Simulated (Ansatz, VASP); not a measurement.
# Two plane-wave programs on BP

```xyz
2
Lattice="0.0000 2.3128 2.3128 2.3128 0.0000 2.3128 2.3128 2.3128 0.0000" Properties=species:S:1:pos:R:3 pbc="T T T"
B     0.0000    0.0000    0.0000
P     1.1564    1.1564    1.1564
```

Alike in both runs: task single point; functional r2SCAN; k mesh 10 × 10 × 10; occupations gaussian, width 0.02 eV; no spin polarisation.

|  | VASP | Ansatz |
| --- | --- | --- |
| version | VASP 6.6.1 | Ansatz 0.2.0 |
| potentials or method | VASP PAW PBE potentials, release 64 (B, P), cutoff 550 eV | scalar-relativistic, plane waves, PAW |
| valence electrons in the cell | 8 | 8 |

```tsv
	VASP	Ansatz	Ansatz less VASP
gap on the k mesh at the Fermi level (eV)	1.52	1.49	-0.031
least direct gap on the mesh (eV)	3.56	3.52	-0.040
pressure (GPa)	-9.3	-8.8	+0.46
```

VASP's potentials were made for PBE, not for r2SCAN. The functional is the same, so the differences come from potentials, cutoffs and numerics.
